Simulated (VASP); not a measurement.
# GaSb (F-43m) in VASP: relaxation of cell and atoms with r2SCAN

Aim: the relaxation of cell and atoms of GaSb with r2SCAN.

Program: VASP 6.6.1. These are calculated values, not measurements. Logs are shortened: lines on timing, memory, paths and dates and some standing lists are left out, and cuts for length are marked.

## (1) The cell of the first run

It takes space group F-43m (No. 216, cubic). Conventional cell: a = 6.137 Å, b = 6.137 Å, c = 6.137 Å, α = 90.00°, β = 90.00°, γ = 90.00°. Ga (site symmetry -43m) has 4 Sb at 2.66 Å within 3.5 Å. Sb (site symmetry -43m) has 4 Ga at 2.66 Å within 3.5 Å.

## (2) Relaxation of cell and atoms, r2SCAN

The input, POSCAR:

```
GaSb
1.0
    0.0000000000      3.0686043200      3.0686043200
    3.0686043200      0.0000000000      3.0686043200
    3.0686043200      3.0686043200      0.0000000000
Ga Sb
1 1
Direct
    0.0000000000      0.0000000000      0.0000000000
    0.2500000000      0.2500000000      0.2500000000
```

The input, INCAR.step1:

```
SYSTEM = GaSb
PREC     = Accurate       ! precision mode
ENCUT    = 600            ! plane-wave cutoff, eV
ISMEAR   = 0              ! smearing method
SIGMA    = 0.02           ! smearing width, eV
LREAL    = .False.        ! projectors in reciprocal space
LASPH    = .True.         ! aspherical terms in the spheres
NELM     = 80             ! most SCF steps
GGA      = PE             ! functional
ALGO     = Normal         ! electronic algorithm
EDIFF    = 1E-4           ! SCF threshold, eV
LWAVE    = .True.         ! write WAVECAR
LCHARG   = .False.        ! write CHGCAR
```

The input, INCAR.step2:

```
SYSTEM = GaSb
PREC     = Accurate       ! precision mode
ENCUT    = 600            ! plane-wave cutoff, eV
EDIFF    = 1E-6           ! SCF threshold, eV
ISMEAR   = 0              ! smearing method
SIGMA    = 0.02           ! smearing width, eV
LREAL    = .False.        ! projectors in reciprocal space
LASPH    = .True.         ! aspherical terms in the spheres
NELM     = 80             ! most SCF steps
ALGO     = Normal         ! electronic algorithm
ISIF     = 3              ! what is computed and relaxed
LWAVE    = .False.        ! write WAVECAR
LCHARG   = .False.        ! write CHGCAR
METAGGA  = R2SCAN         ! meta-GGA
LMIXTAU  = .True.       
IBRION   = 2              ! ionic algorithm
NSW      = 100            ! ionic steps
EDIFFG   = -0.002         ! ionic threshold
ISTART   = 1
```

The input, KPOINTS:

```
regular mesh
0
Gamma
  10 10 10
  0 0 0
```

Potentials or basis: VASP PAW PBE potentials, release 64 (Ga_d, Sb).

Run with:

```console
$ cat potpaw_PBE.64/Ga_d/POTCAR potpaw_PBE.64/Sb/POTCAR > POTCAR
$ cp INCAR.step1 INCAR
$ mpirun -np 1 vasp_std > vasp.out
$ cp INCAR.step2 INCAR
$ mpirun -np 1 vasp_std > vasp.out
```

OUTCAR:

```text
SYSTEM = GaSb
   PREC = Accurate
   ENCUT = 600
   EDIFF = 1E-6
   ISMEAR = 0
   LREAL = .False.
   LASPH = .True.
   NELM = 80
   ISIF = 3
   METAGGA = R2SCAN
   IBRION = 2
   NSW = 100
   EDIFFG = -0.002
   ISTART = 1

 ion  position               nearest neighbor table
   1  0.000  0.000  0.000-   2 2.66   2 2.66   2 2.66   2 2.66
   2  0.250  0.250  0.250-   1 2.66   1 2.66   1 2.66   1 2.66

  LATTYP: Found a face centered cubic cell.
 ALAT       =     6.1372086400

  Lattice vectors:

 A1 = (   0.0000000000,   3.0686043200,   3.0686043200)
 A2 = (   3.0686043200,   0.0000000000,   3.0686043200)
 A3 = (   3.0686043200,   3.0686043200,   0.0000000000)

Analysis of symmetry for initial positions (statically):
=====================================================================
 Subroutine PRICEL returns:
 Original cell was already a primitive cell.

 Routine SETGRP: Setting up the symmetry group for a
 face centered cubic supercell.

 Subroutine GETGRP returns: Found 24 space group operations
 (whereof 24 operations were pure point group operations)
 out of a pool of 48 trial point group operations.

The static configuration has the point symmetry T_d .

Analysis of symmetry for dynamics (positions and initial velocities):
=====================================================================
 Subroutine PRICEL returns:
 Original cell was already a primitive cell.

 Routine SETGRP: Setting up the symmetry group for a
 face centered cubic supercell.

 Subroutine GETGRP returns: Found 24 space group operations
 (whereof 24 operations were pure point group operations)
 out of a pool of 48 trial point group operations.

The dynamic configuration has the point symmetry T_d .

 Subroutine INISYM returns: Found 24 space group operations
 (whereof 24 operations are pure point group operations),
 and found     1 'primitive' translations

----------------------------------------------------------------------------------------

                                     Primitive cell

  volume of cell :      57.7900

  direct lattice vectors                    reciprocal lattice vectors
     0.000000000  3.068604320  3.068604320    -0.162940525  0.162940525  0.162940525
     3.068604320  0.000000000  3.068604320     0.162940525 -0.162940525  0.162940525
     3.068604320  3.068604320  0.000000000     0.162940525  0.162940525 -0.162940525

  length of vectors
     4.339661847  4.339661847  4.339661847     0.282221269  0.282221269  0.282221269

  position of ions in fractional coordinates (direct lattice)
[... 94 lines left out ...]
   ISMEAR =     0;   SIGMA  =   0.02  broadening in eV -4-tet -1-fermi 0-gaus
   EFERMI_NEDOS =   21; number of points for ismear=-14 and -15
   IALGO  =     38    algorithm
   IMIX   =      4    mixing-type and parameters
     AMIX     =   0.40;   BMIX     =  1.00
     AMIX_MAG =   1.60;   BMIX_MAG =  1.00
  volume/ion in A,a.u.               =      28.89       194.99
  Fermi-wavevector in a.u.,A,eV,Ry     =   1.109723  2.097073 16.755387  1.231486
  Thomas-Fermi vector in A             =   2.246267
   LORBIT       =      0    0 simple, 1 ext, 2 COOP (PROOUT), +10 PAW based schemes
   METAGGA = R2SCAN    functional components
   LHFCALC =     F    Hartree Fock is set to
   AEXX    =    0.0000 exact exchange contribution
   IVDW    =     0    specifies the selected vdW correction
   LEPSILON=     F    determine dielectric tensor
   LRPA    =     F    only Hartree local field effects (RPA)
 conjugate gradient relaxation of ions
 non-spin polarized calculation
 Gauss-broadening in eV      SIGMA  =   0.02
  energy-cutoff  :      600.00
  volume of cell :       57.79
 maximum number of plane-waves:      1964
   NGX = 17   NGY = 17   NGZ = 17

--------------------------------------- Ionic step        1  -------------------------------------------

 number of electron      18.0000003 magnetization

 Free energy of the ion-electron system (eV)
  ---------------------------------------------------
  ext. energy  EPLUGINS =         0.00000000
  ---------------------------------------------------
  free energy    TOTEN  =       -37.60587991 eV

  energy without entropy =      -37.60587991  energy(sigma->0) =      -37.60587991

------------------------ aborting loop because EDIFF is reached ----------------------------------------

  FORCE on cell =-STRESS in cart. coord.  units (eV):
  Direction    XX          YY          ZZ          XY          YZ          ZX
  --------------------------------------------------------------------------------------
  -------------------------------------------------------------------------------------
  Total       -0.0299680     -0.0299680     -0.0299680     -0.0000000     -0.0000000     -0.0000000
  in kB       -0.8308362     -0.8308362     -0.8308362     -0.0000000     -0.0000000     -0.0000000
  external PRESSURE =      -0.8308362 kB  Pullay stress =       0.0000000 kB
[... 167 lines left out ...]
--------------------------------------- Ionic step        6  -------------------------------------------

 number of electron      18.0000003 magnetization

 E-fermi :   4.7115     XC(G=0):  -9.6839

 val. band max:        4.6006438880   @ k =   0.0000   0.0000   0.0000
 cond. band min:       4.9880719189   @ k =   0.0000   0.0000   0.0000
 fundamental gap:      0.3874280309
 Fermi energy:         4.7115436895

 k-point     1 :       0.0000    0.0000    0.0000
  band No.  band energies     occupation
      1     -10.8812      2.00000
      2     -10.8812      2.00000
      3     -10.8812      2.00000
      4     -10.8257      2.00000
      5     -10.8257      2.00000
      6      -7.2727      2.00000
      7       4.6006      2.00000
      8       4.6006      2.00000
      9       4.6006      2.00000
     10       4.9881      0.00000
     11       7.5842      0.00000
     12       7.5843      0.00000
     13       7.5843      0.00000
[... 403 lines left out ...]
--------------------------------------- Ionic step        7  -------------------------------------------

 number of electron      18.0000003 magnetization

 Free energy of the ion-electron system (eV)
  ---------------------------------------------------
  ext. energy  EPLUGINS =         0.00000000
  ---------------------------------------------------
  free energy    TOTEN  =       -37.60590254 eV

  energy without entropy =      -37.60590254  energy(sigma->0) =      -37.60590254

 E-fermi :   4.7078     XC(G=0):  -9.6828

 val. band max:        4.5979030169   @ k =   0.0000   0.0000   0.0000
 cond. band min:       4.9832589099   @ k =   0.0000   0.0000   0.0000
 fundamental gap:      0.3853558930
 Fermi energy:         4.7078039851

 k-point     1 :       0.0000    0.0000    0.0000
  band No.  band energies     occupation
      1     -10.8837      2.00000
      2     -10.8837      2.00000
      3     -10.8836      2.00000
      4     -10.8282      2.00000
      5     -10.8282      2.00000
      6      -7.2735      2.00000
      7       4.5979      2.00000
      8       4.5979      2.00000
      9       4.5979      2.00000
     10       4.9833      0.00000
     11       7.5816      0.00000
     12       7.5817      0.00000
     13       7.5817      0.00000
[... 397 lines left out ...]
  FREE ENERGIE OF THE ION-ELECTRON SYSTEM (eV)
  ---------------------------------------------------
  free  energy   TOTEN  =       -37.6059025413 eV

  energy  without entropy=      -37.6059025413  energy(sigma->0) =      -37.60590254

 reached required accuracy - stopping structural energy minimisation
```

OSZICAR.step1:

```text
N       E                     dE             d eps       ncg     rms          rms(c)
DAV:   1     0.841564829324E+02    0.84156E+02   -0.94172E+03  1222   0.186E+03
DAV:   2    -0.924694062463E+00   -0.85081E+02   -0.82365E+02  1322   0.337E+02
DAV:   3    -0.729249196415E+01   -0.63678E+01   -0.63191E+01  1577   0.769E+01
DAV:   4    -0.740798342681E+01   -0.11549E+00   -0.11545E+00  1367   0.116E+01
DAV:   5    -0.741135876792E+01   -0.33753E-02   -0.33752E-02  1590   0.176E+00    0.315E+00
DAV:   6    -0.736927377398E+01    0.42085E-01   -0.72593E-02  1686   0.480E+00    0.189E+00
DAV:   7    -0.735685360876E+01    0.12420E-01   -0.42425E-02  1417   0.191E+00    0.342E-01
DAV:   8    -0.735778887066E+01   -0.93526E-03   -0.47029E-03  1510   0.955E-01    0.746E-02
DAV:   9    -0.735825610096E+01   -0.46723E-03   -0.70901E-04  1342   0.231E-01    0.331E-02
DAV:  10    -0.735830208017E+01   -0.45979E-04   -0.54789E-05  1076   0.582E-02
   1 F= -.73583021E+01 E0= -.73582865E+01  d E =-.311440E-04
```

Wall time 11 min (1 thread of Intel Xeon 8259CL, shared host); peak memory 0.26 GiB.

Results:

```
Free energy                           : -37.6059 eV
Relaxed volume                        : 28.87 Å³/atom
Relaxed cell                          : a = 4.338 Å, b = 4.338 Å, c = 4.338 Å, α = 60.00°, β = 60.00°, γ = 60.00°
Space group after relaxing (to 0.1 Å) : F-43m (No. 216)
Energy gained by relaxing             : 0.0 meV/atom
Ionic steps                           : 7
Pressure after relaxing               : 0.0 GPa
Band gap on the k mesh                : 0.39 eV
```

Final structure:
```
Ga Sb
1.0
     0.00000    3.06761    3.06761
     3.06761    0.00000    3.06761
     3.06761    3.06761    0.00000
Ga Sb
1 1
Direct
  0.00000 0.00000 0.00000
  0.25000 0.25000 0.25000
```

Levels at points of the mesh, in eV from the valence-band top:
```
           k point  band 7  band 8  band 9  band 10  band 11  band 12
(0.00, 0.00, 0.00)    0.00    0.00    0.00     0.39     2.98     2.98
(0.50, 0.00, 0.00)   -6.54   -1.20   -1.20     0.66     4.01     4.01
(0.50, 0.50, 0.00)   -7.01   -2.67   -2.67     1.13     1.50     9.21
```

Caveat: the PAW data sets were made with another functional, which shifts forces and pressure a little; spin-orbit coupling is left out, which moves the levels of the heavy elements. A k mesh can miss the band edges.
